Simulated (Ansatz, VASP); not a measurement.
Two plane-wave programs on Au

Contents of INCAR:

```
ALGO = Normal
EDIFF = 1E-6
ENCUT = 500
GGA = RP
GGA_COMPAT = F
ISIF = 2
ISMEAR = 1
LASPH = T
LCHARG = F
LREAL = F
LWAVE = F
NBANDS = 18
NELM = 120
PREC = Accurate
SIGMA = 0.036
```

File KPOINTS:

```
k-points
0
Gamma
  4 4 2
```

Contents of POSCAR:

```
Au
1.0
    1.4113099650     -2.5559330250      0.0000000000
    1.4113099650      2.5559330250      0.0000000000
    0.0000000000      0.0000000000      4.8931696100
Au
2
Direct
    0.6653279700      0.3346720300      0.2500000000
    0.3346720300      0.6653279700      0.7500000000
```

Input for Ansatz:

```yaml
crystal:
  lattice:
    - [1.411309965, -2.555933025, 0.0]
    - [1.411309965, 2.555933025, 0.0]
    - [0.0, 0.0, 4.89316961]
  atoms:
    - { symbol: Au, position: [0.66532797, 0.33467203, 0.25] }
    - { symbol: Au, position: [0.33467203, 0.66532797, 0.75] }
basis: {}
kpoints:
  mp_grid: { grid: [4, 4, 2] }
hamiltonian:
  xc: rpbe
scf:
  occupations: { method: cold, width: 0.036 }
  self_checks: high
output:
  forces: true
  stress: true
  eigenvalues: true
```

Alike in both runs: task single point; functional RPBE; k mesh 4 × 4 × 2; no spin polarisation.

```csv
,VASP,Ansatz
version,VASP 6.6.1,Ansatz 0.2.0
potentials or method,"VASP PAW PBE potentials, release 64 (Au)","scalar-relativistic, plane waves, PAW"
plane-wave cutoff (eV),500,420
occupations,"methfessel-paxton of order 1, width 0.036 eV","cold, width 0.036 eV"
valence electrons in the cell,22,38
```

Ansatz gave:

```
gap on the k mesh at the Fermi level (eV)                     : none
pressure (GPa)                                                : 7.9
traceless stress, the component that is largest in VASP (GPa) : -5.21
rms of the force components (eV/Å)                            : 0.124
```

Problem. What did VASP give for the same quantities?

Solution. gap on the k mesh at the Fermi level (eV): none; pressure (GPa): 7.6; traceless stress, the component that is largest in VASP (GPa): -5.21; rms of the force components (eV/Å): 0.123.

VASP's potentials were made for PBE, not for RPBE. Atom by atom the forces differ by 0.001 eV/Å (rms over components). A gap of «none» marks a metal or a gap that the smearing closes. VASP's potentials hold 22 valence electrons a cell and Ansatz's 38, so a difference there can come from the potentials and not from the codes.

The k mesh is coarse, so the values compare programs but aren't converged. Spin-orbit coupling is off throughout.
